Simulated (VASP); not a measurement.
# SiC2 (P6/mmm) in VASP: single point with PBE

Aim: the single point of SiC2 with PBE.

Program: VASP 6.6.1. These are calculated values, not measurements. Logs are shortened: lines on timing, memory, paths and dates and some standing lists are left out, and cuts for length are marked.

### 1 The cell of the first run

It takes space group P6/mmm (No. 191, hexagonal). The conventional cell has a = 2.471 Å, b = 2.471 Å, c = 9.021 Å, α = 90.00°, β = 90.00°, γ = 120.00°. Si (site symmetry 6/mmm) has 6 Si at 2.47 Å within 3.3 Å. C (site symmetry -6m2) has 3 C at 1.43 Å within 1.9 Å.

### 2 Single point, PBE

File POSCAR:

```
SiC2
1.0
    2.4707324617      0.0000000000      0.0000000000
   -1.2353662309      2.1397170778      0.0000000000
    0.0000000000      0.0000000000      9.0210338899
Si C
1 2
Direct
    0.0000000000      0.0000000000      0.5000000000
    0.6666666667      0.3333333333      0.0000000000
    0.3333333333      0.6666666667      0.0000000000
```

File INCAR.step1:

```
SYSTEM = SiC2
PREC     = Accurate       ! precision mode
ENCUT    = 520            ! plane-wave cutoff, eV
EDIFF    = 1E-6           ! SCF threshold, eV
ISMEAR   = 0              ! smearing method
SIGMA    = 0.1            ! smearing width, eV
LREAL    = .FALSE.        ! projectors in reciprocal space
LASPH    = .TRUE.         ! aspherical terms in the spheres
NELM     = 60             ! most SCF steps
ALGO     = Normal         ! electronic algorithm
ISIF     = 2              ! what is computed and relaxed
LWAVE    = .FALSE.        ! write WAVECAR
LCHARG   = .TRUE.         ! write CHGCAR
GGA      = PE             ! functional
NBANDS   = 13             ! bands
```

File KPOINTS.step1:

```
Automatic mesh
0
G
  24 24 6
  0 0 0
```

File INCAR.step2:

```
SYSTEM = SiC2
PREC     = Accurate       ! precision mode
ENCUT    = 520            ! plane-wave cutoff, eV
EDIFF    = 1E-6           ! SCF threshold, eV
ISMEAR   = -5             ! smearing method
SIGMA    = 0.1            ! smearing width, eV
LREAL    = .FALSE.        ! projectors in reciprocal space
LASPH    = .TRUE.         ! aspherical terms in the spheres
NELM     = 60             ! most SCF steps
ALGO     = Normal         ! electronic algorithm
ISIF     = 2              ! what is computed and relaxed
LWAVE    = .FALSE.        ! write WAVECAR
LCHARG   = .FALSE.        ! write CHGCAR
GGA      = PE             ! functional
LORBIT   = 11             ! projections on sites
NEDOS    = 2001           ! points of the DOS
ICHARG   = 11             ! starting density
```

File KPOINTS.step2:

```
Automatic mesh
0
G
  36 36 9
  0 0 0
```

Potentials or basis: VASP PAW PBE potentials, release 64 (Si, C).

Launch:

```
> cat potpaw_PBE.64/Si/POTCAR potpaw_PBE.64/C/POTCAR > POTCAR
> cp INCAR.step1 INCAR
> cp KPOINTS.step1 KPOINTS
> mpirun -np 1 vasp_std > vasp.out
> cp INCAR.step2 INCAR
> cp KPOINTS.step2 KPOINTS
> mpirun -np 1 vasp_std > vasp.out
```

OUTCAR:

```text
SYSTEM = SiC2
   PREC = Accurate
   ENCUT = 520
   EDIFF = 1E-6
   ISMEAR = -5
   LREAL = .FALSE.
   LASPH = .TRUE.
   NELM = 60
   ISIF = 2
   GGA = PE
   LORBIT = 11
   ICHARG = 11

 ion  position               nearest neighbor table
   1  0.000  0.000  0.500-
   2  0.667  0.333  0.000-   3 1.43   3 1.43   3 1.43
   3  0.333  0.667  0.000-   2 1.43   2 1.43   2 1.43

  LATTYP: Found a hexagonal cell.
 ALAT       =     2.4707324617
 C/A-ratio  =     3.6511577153

  Lattice vectors:

 A1 = (   2.4707324617,   0.0000000000,   0.0000000000)
 A2 = (  -1.2353662309,   2.1397170778,   0.0000000000)
 A3 = (   0.0000000000,   0.0000000000,   9.0210338899)

Analysis of symmetry for initial positions (statically):
=====================================================================
 Subroutine PRICEL returns:
 Original cell was already a primitive cell.

 Routine SETGRP: Setting up the symmetry group for a
 hexagonal supercell.

 Subroutine GETGRP returns: Found 24 space group operations
 (whereof 24 operations were pure point group operations)
 out of a pool of 24 trial point group operations.

The static configuration has the point symmetry D_6h.

Analysis of symmetry for dynamics (positions and initial velocities):
=====================================================================
 Subroutine PRICEL returns:
 Original cell was already a primitive cell.

 Routine SETGRP: Setting up the symmetry group for a
 hexagonal supercell.

 Subroutine GETGRP returns: Found 24 space group operations
 (whereof 24 operations were pure point group operations)
 out of a pool of 24 trial point group operations.

The dynamic configuration has the point symmetry D_6h.

 Subroutine INISYM returns: Found 24 space group operations
 (whereof 24 operations are pure point group operations),
 and found     1 'primitive' translations

----------------------------------------------------------------------------------------

                                     Primitive cell

  volume of cell :      47.6912

  direct lattice vectors                    reciprocal lattice vectors
     2.470732462  0.000000000  0.000000000     0.404738277  0.233675753  0.000000000
    -1.235366231  2.139717078  0.000000000     0.000000000  0.467351507  0.000000000
     0.000000000  0.000000000  9.021033890     0.000000000  0.000000000  0.110852039
[... 101 lines left out ...]
   EMIN   =  10.00;   EMAX   =-10.00  energy-range for DOS
   EFERMI =   0.00;   METHOD = LEGACY
   ISMEAR =    -5;   SIGMA  =   0.10  broadening in eV -4-tet -1-fermi 0-gaus
   EFERMI_NEDOS =   21; number of points for ismear=-14 and -15
   IALGO  =     38    algorithm
   IMIX   =      4    mixing-type and parameters
     AMIX     =   0.40;   BMIX     =  1.00
     AMIX_MAG =   1.60;   BMIX_MAG =  1.00
  volume/ion in A,a.u.               =      15.90       107.28
  Fermi-wavevector in a.u.,A,eV,Ry     =   1.033528  1.953086 14.533487  1.068181
  Thomas-Fermi vector in A             =   2.167780
   LORBIT       =     11    0 simple, 1 ext, 2 COOP (PROOUT), +10 PAW based schemes
   GGA     = PE    functional components
   LHFCALC =     F    Hartree Fock is set to
   AEXX    =    0.0000 exact exchange contribution
   IVDW    =     0    specifies the selected vdW correction
   LEPSILON=     F    determine dielectric tensor
   LRPA    =     F    only Hartree local field effects (RPA)
 non-spin polarized calculation
 Fermi weights with tetrahedron method with Bloechl corrections
  energy-cutoff  :      520.00
  volume of cell :       47.69
 maximum number of plane-waves:      1311

 number of electron      11.9999997 magnetization

 Free energy of the ion-electron system (eV)
  ---------------------------------------------------
  ext. energy  EPLUGINS =         0.00000000
  ---------------------------------------------------
  free energy    TOTEN  =       -22.91272369 eV

  energy without entropy =      -22.91272369  energy(sigma->0) =      -22.91272369

 E-fermi :   3.3180     XC(G=0):  -8.4246

 val. band max:        3.4016410024   @ k =   0.2778   0.1389   0.1111
 cond. band min:       3.2219087067   @ k =   0.3611   0.0000   0.4444
 fundamental gap:     -0.1797322957
 Fermi energy:         3.3180424069

 k-point     1 :       0.0000    0.0000    0.0000
  band No.  band energies     occupation
      1     -16.0810      2.00000
      2      -9.4832      2.00000
      3      -4.1997      2.00000
      4      -0.6374      2.00000
      5       0.3435      2.00000
      6       0.3435      2.00000
      7       5.7316      0.00000
      8      10.2127      0.00000
      9      11.6615      0.00000
     10      11.7186      0.00000
[... 287 lines left out ...]
 k-point    24 :       0.1389    0.0278    0.0000
  band No.  band energies     occupation
      1     -15.5191      2.00000
      2      -8.7297      2.00000
      3      -3.5308      2.00000
      4      -1.6425      2.00000
      5      -0.6811      2.00000
      6       0.0864      2.00000
      7       6.4513      0.00000
      8      10.9111      0.00000
      9      11.3614      0.00000
     10      11.7770      0.00000

 [... further k-points ...]

------------------------ aborting loop because EDIFF is reached ----------------------------------------

  FORCE on cell =-STRESS in cart. coord.  units (eV):
  Direction    XX          YY          ZZ          XY          YZ          ZX
  --------------------------------------------------------------------------------------
  -------------------------------------------------------------------------------------
  Total        0.1801946      0.1801946      0.1201610     -0.0000000      0.0000000      0.0000000
  in kB        6.0536031      6.0536031      4.0367860     -0.0000000      0.0000000      0.0000000
  external PRESSURE =       5.3813308 kB  Pullay stress =       0.0000000 kB

 VOLUME and BASIS-vectors are now :
 -----------------------------------------------------------------------------
  energy-cutoff  :      520.00
  volume of cell :       47.69
      direct lattice vectors                 reciprocal lattice vectors
     2.470732462  0.000000000  0.000000000     0.404738277  0.233675753  0.000000000
    -1.235366231  2.139717078  0.000000000     0.000000000  0.467351507  0.000000000
     0.000000000  0.000000000  9.021033890     0.000000000  0.000000000  0.110852039

 POSITION                                       TOTAL-FORCE (eV/Angst)
 -----------------------------------------------------------------------------------
      0.00000      0.00000      4.51052        -0.000000      0.000000     -0.000000
      1.23537      0.71324      0.00000        -0.000000      0.000000     -0.000000
     -0.00000      1.42648      0.00000         0.000000      0.000000      0.000000
 -----------------------------------------------------------------------------------
    total drift:                                0.000000     -0.000000      0.000000

  FREE ENERGIE OF THE ION-ELECTRON SYSTEM (eV)
  ---------------------------------------------------
  free  energy   TOTEN  =       -22.9127236949 eV

  energy  without entropy=      -22.9127236949  energy(sigma->0) =      -22.91272369

 total charge

# of ion       s       p       d       tot
------------------------------------------
    1        0.823   0.776   0.000   1.598
    2        0.862   1.781   0.000   2.642
    3        0.862   1.781   0.000   2.642
--------------------------------------------------
tot          2.546   4.338   0.000   6.883
```

Run time: 6.9 min. Hardware: 1 thread of Intel Xeon 8259CL, shared host; peak memory 0.4 GiB.

What came out:

```
Valence electrons inside the program's atomic spheres : Si 1.60; C 2.64
```
